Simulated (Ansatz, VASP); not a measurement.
## SnO2 in VASP and in Ansatz

The input INCAR:

```
  PREC = Accurate
  ENCUT = 520
  EDIFF = 1E-6
  ISMEAR = -1
  SIGMA = 0.03
  LREAL = F
  LASPH = T
  NELM = 100
  ALGO = Normal
  ISIF = 2
  LWAVE = F
  LCHARG = F
  NBANDS = 35
```

File KPOINTS:

```
regular mesh
0
Gamma
  4 4 6
```

Contents of POSCAR:

```
SnO2
1.0
    4.7373500000      0.0000000000      0.0000000000
    0.0000000000      4.7373500000      0.0000000000
    0.0000000000      0.0000000000      3.2819920000
Sn O
2 4
Direct
    0.0000000000      0.0000000000      0.0000000000
    0.5000000000      0.5000000000      0.5000000000
    0.3056200000      0.3056200000      0.0000000000
    0.1943800000      0.8056200000      0.5000000000
    0.6943800000      0.6943800000      0.0000000000
    0.8056200000      0.1943800000      0.5000000000
```

Input for Ansatz:

```yaml
crystal:
  lattice:
    - [4.73735, 0.0, 0.0]
    - [0.0, 4.73735, 0.0]
    - [0.0, 0.0, 3.281992]
  atoms:
    - { symbol: Sn, position: [0.0, 0.0, 0.0] }
    - { symbol: Sn, position: [0.5, 0.5, 0.5] }
    - { symbol: O, position: [0.30562, 0.30562, 0.0] }
    - { symbol: O, position: [0.19438, 0.80562, 0.5] }
    - { symbol: O, position: [0.69438, 0.69438, 0.0] }
    - { symbol: O, position: [0.80562, 0.19438, 0.5] }
kpoints:
  mp_grid: { grid: [4, 4, 6] }
  band_path:
    path:
      - [0.0, 0.0, 0.0]
      - [0.0, 0.5, 0.0]
      - [0.5, 0.5, 0.0]
      - [0.0, 0.0, 0.0]
      - [0.0, 0.0, 0.5]
      - [0.0, 0.5, 0.5]
      - [0.5, 0.5, 0.5]
      - [0.0, 0.0, 0.5]
      - [0.0, 0.5, 0.0]
    npoints: 5
scf:
  occupations: { method: fermi_dirac, width: 0.03 }
hamiltonian:
  xc: lda
  pseudopotentials: { kind: all_electron, lapw: { basis_error: 0.001 } }
output:
  forces: true
  stress: true
  eigenvalues: true
```

Change from the starting cell: zz strain of +3 %.

Alike in both runs: task single point; functional LDA; k mesh 4 × 4 × 6; occupations fermi-dirac, width 0.03 eV; no spin polarisation.

|  | VASP | Ansatz |
| --- | --- | --- |
| version | VASP 6.6.1 | Ansatz 0.2.0 |
| potentials or method | VASP PAW LDA potentials, release 64 (Sn_d, O), cutoff 520 eV | all-electron LAPW, scalar-relativistic |

|  | VASP | Ansatz | Ansatz less VASP |
| --- | --- | --- | --- |
| pressure (GPa) | -6.8 | -7.7 | -0.81 |
| traceless stress, the component that is largest in VASP (GPa) | -4.49 | -4.66 | -0.166 |
| rms of the force components (eV/Å) | 0.102 | 0.107 | +0.0043 |

LDA's correlation is that of Perdew and Zunger in VASP and of Perdew and Wang (1992) in Ansatz. Atom by atom the forces differ by 0.004 eV/Å (rms over components). Ansatz ran all-electron here, and VASP with PAW potentials.
